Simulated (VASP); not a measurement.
Write the native input for VASP 6.6.1 that does the following.

```
Task                   : single point
Functional             : PBE
Dispersion             : D4
Potentials or basis    : VASP PAW PBE potentials, release 64 (P)
Cutoff                 : 400 eV
k mesh                 : 5 × 5 × 5
Occupations            : gaussian, width 0.1 eV
Spin                   : no spin polarisation
Dipole correction      : no
Further INCAR settings : ALGO = Normal; EDIFF = 1e-06; NBANDS = 54
```

The structure of P lies in POSCAR:

```
P
1.0
    6.3600800000     -0.5526810000     -0.0488190000
   -0.4301210000      6.8618340000      0.1217280000
   -0.0003770000      0.1013280000      6.4675970000
P
16
Direct
    0.0565963777      0.0808998822      0.6943069912
    0.4584313069      0.6695068531      0.3472260785
    0.9218709197      0.8913587355      0.2153733336
    0.9744329756      0.5507537538      0.5478706610
    0.1119860328      0.4280444974      0.0649590014
    0.3430019819      0.7538179355      0.0316753767
    0.9350708668      0.8177741146      0.8894670135
    0.7555442641      0.1544728655      0.1909660655
    0.7600091731      0.5654218402      0.2686283768
    0.4030190196      0.0659469766      0.1436016160
    0.3149179459      0.2553188337      0.8878058676
    0.2170197797      0.3978572603      0.3916535234
    0.4287336672      0.8879876839      0.5908602214
    0.8259999835      0.2903887306      0.7470590783
    0.5897983004      0.6988307454      0.8058223241
    0.6053644545      0.1924200618      0.4900872037
```

One way to write it, as run:

INCAR

```
SYSTEM = P
ALGO     = Normal         ! electronic algorithm
EDIFF    = 1E-6           ! SCF threshold, eV
ENCUT    = 400            ! plane-wave cutoff, eV
GGA      = PE             ! functional
GGA_COMPAT= .FALSE.      
ISIF     = 2              ! what is computed and relaxed
ISMEAR   = 0              ! smearing method
IVDW     = 13             ! dispersion correction
LASPH    = .TRUE.         ! aspherical terms in the spheres
LCHARG   = .FALSE.        ! write CHGCAR
LREAL    = .FALSE.        ! projectors in reciprocal space
LWAVE    = .FALSE.        ! write WAVECAR
NBANDS   = 54             ! bands
NELM     = 120            ! most SCF steps
PREC     = Accurate       ! precision mode
SIGMA    = 0.1            ! smearing width, eV
```

KPOINTS

```
k-points
0
G
  5 5 5
  0 0 0
```

Potentials or basis: VASP PAW PBE potentials, release 64 (P).

Command:

```bash
$ cat potpaw_PBE.64/P/POTCAR > POTCAR
$ mpirun -np 1 vasp_std > vasp.out
```

It gave:

```json
{"Pressure": "-0.1 GPa", "Largest force": "0.154 eV/Å", "Band gap on the k mesh": "zero (bands 40 and 41 overlap by 0.46 eV)", "Dispersion energy per atom": "-0.419 eV"}
```

It took 5.5 min on 1 thread of Intel(R) Xeon(R) 6975P-C (Granite Rapids) (shared host), peak memory 0.52 GiB.
